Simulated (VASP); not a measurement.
Here is a VASP 6.6.1 calculation.

INCAR

```
SYSTEM = CoGe3
  PREC = Accurate
  ENCUT = 520
  EDIFF = 1E-7
  ISMEAR = 0
  SIGMA = 0.1
  LREAL = .False.
  LASPH = .True.
  NELM = 150
  ALGO = Normal
  ISIF = 2
  LWAVE = .False.
  LCHARG = .False.
  ISPIN = 2
  MAGMOM = 1.14 0 0 0
  LORBIT = 11
  LMAXMIX = 4
  GGA = PE
  NBANDS = 38
```

The input KPOINTS:

```
regular mesh
0
Gamma
  12 12 12
  0 0 0
```

Contents of POSCAR:

```
CoGe3
1.0
    4.0118737164      0.0000000000      0.0000000000
    0.0000000000      4.0118737164      0.0000000000
    0.0000000000      0.0000000000      4.0118737164
Co Ge
1 3
Direct
    0.0000000000      0.0000000000      0.0000000000
    0.0000000000      0.5000000000      0.5000000000
    0.5000000000      0.0000000000      0.5000000000
    0.5000000000      0.5000000000      0.0000000000
```

Potentials or basis: VASP PAW PBE potentials, release 64 (Co, Ge_d).

Run with:

```console
$ cat potpaw_PBE.64/Co/POTCAR potpaw_PBE.64/Ge_d/POTCAR > POTCAR
$ mpirun -np 1 vasp_std > vasp.out
```

(1) Predict the pressure.

(2) Predict the site moments.

## Answers

(1) 0.0 GPa.

(2) Co +1.09; Ge +0.00 μB.
